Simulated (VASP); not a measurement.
**Li4ZrO3: relaxation of shape and atoms at fixed volume with PBE**

Li4ZrO3:

```
CELL_PARAMETERS angstrom
3.08153 0.00000 0.00000
-1.54076 2.66868 0.00000
0.00000 0.00000 16.21111
ATOMIC_POSITIONS crystal
Li 0.66667 0.33333 0.53979
Li 0.33333 0.66667 0.46021
Li 0.00000 0.00000 0.37808
Li 0.00000 0.00000 0.62192
Li 0.66667 0.33333 0.96021
Li 0.33333 0.66667 0.03979
Li 0.00000 0.00000 0.12192
Li 0.00000 0.00000 0.87808
Zr 0.33333 0.66667 0.75000
Zr 0.66667 0.33333 0.25000
O 0.66667 0.33333 0.65932
O 0.33333 0.66667 0.34068
O 0.00000 0.00000 0.50000
O 0.66667 0.33333 0.84068
O 0.33333 0.66667 0.15932
O 0.00000 0.00000 0.00000
```

```json
{
 "Program": "VASP 6.6.1",
 "Task": "relaxation of shape and atoms at fixed volume",
 "Functional": "PBE",
 "Potentials or basis": "VASP PAW PBE potentials, release 64 (Li_sv, Zr_sv, O)",
 "Cutoff": "750 eV",
 "k mesh": "12 × 12 × 2",
 "Occupations": "gaussian, width 0.02 eV",
 "Spin": "no spin polarisation",
 "Dipole correction": "no",
 "Further INCAR settings": "ALGO = Normal; EDIFF = 1e-07; IBRION = 2; EDIFFG = -0.01; NSW = 50; ISIF = 4"
}
```

| Item | Value |
| --- | --- |
| Energy gained by relaxing | 0.3 meV/atom |
| Ionic steps | 7 |
| Pressure after relaxing | 12.8 GPa |
| Largest force after relaxing | 0.005 eV/Å |
| Band gap on the k mesh | 1.20 eV (least direct gap 1.95 eV) |

Forces on the atoms (eV/Å):
```
Li   0.000  0.000 -0.005
Li   0.000  0.000  0.005
Li   0.000  0.000  0.000
Li   0.000  0.000  0.000
Li   0.000  0.000  0.005
Li   0.000  0.000 -0.005
Li   0.000  0.000  0.000
Li   0.000  0.000  0.000
Zr   0.000  0.000  0.000
Zr   0.000  0.000  0.000
O    0.000  0.000 -0.003
O    0.000  0.000  0.003
O    0.000  0.000  0.000
O    0.000  0.000  0.003
O    0.000  0.000 -0.003
O    0.000  0.000  0.000
```

Step by step:
```tsv
step	energy change (eV)	largest force (eV/Å)	pressure (GPa)	volume (Å³)
1	0.0000	0.1204	13.11	133.31
2	-0.0031	0.0645	12.96	133.31
3	-0.0036	0.0631	12.87	133.31
4	-0.0045	0.0220	12.83	133.31
5	-0.0046	0.0125	12.81	133.31
6	-0.0046	0.0128	12.81	133.31
7	-0.0046	0.0051	12.81	133.31
```

Final structure:
```
Li Zr O
1.0
     3.08486    0.00000    0.00000
    -1.54243    2.67157    0.00000
     0.00000    0.00000   16.17614
Li Zr O
8 2 6
Direct
  0.66667 0.33333 0.53982
  0.33333 0.66667 0.46018
  0.00000 0.00000 0.37883
  0.00000 0.00000 0.62117
  0.66667 0.33333 0.96018
  0.33333 0.66667 0.03982
  0.00000 0.00000 0.12117
  0.00000 0.00000 0.87883
  0.33333 0.66667 0.75000
  0.66667 0.33333 0.25000
  0.66667 0.33333 0.65871
  0.33333 0.66667 0.34129
  0.00000 0.00000 0.50000
  0.66667 0.33333 0.84129
  0.33333 0.66667 0.15871
  0.00000 0.00000 0.00000
```

Levels at points of the mesh, in eV from the valence-band top:
```tsv
k point	band 40	band 41	band 42	band 43	band 44	band 45
(0.00, 0.00, 0.00)	-4.22	-0.51	-0.40	1.56	1.78	1.78
(0.50, 0.00, 0.00)	-4.83	-1.18	-1.11	1.20	1.98	2.48
(0.00, 0.00, 0.50)	-4.22	-0.45	-0.45	1.65	1.65	1.78
(0.50, 0.00, 0.50)	-4.90	-1.14	-1.14	1.47	1.47	3.13
```

It took 66 min on 1 thread of Intel Xeon 8259CL, with other jobs on the host, peak memory 0.59 GiB.

A k mesh can miss the band edges.
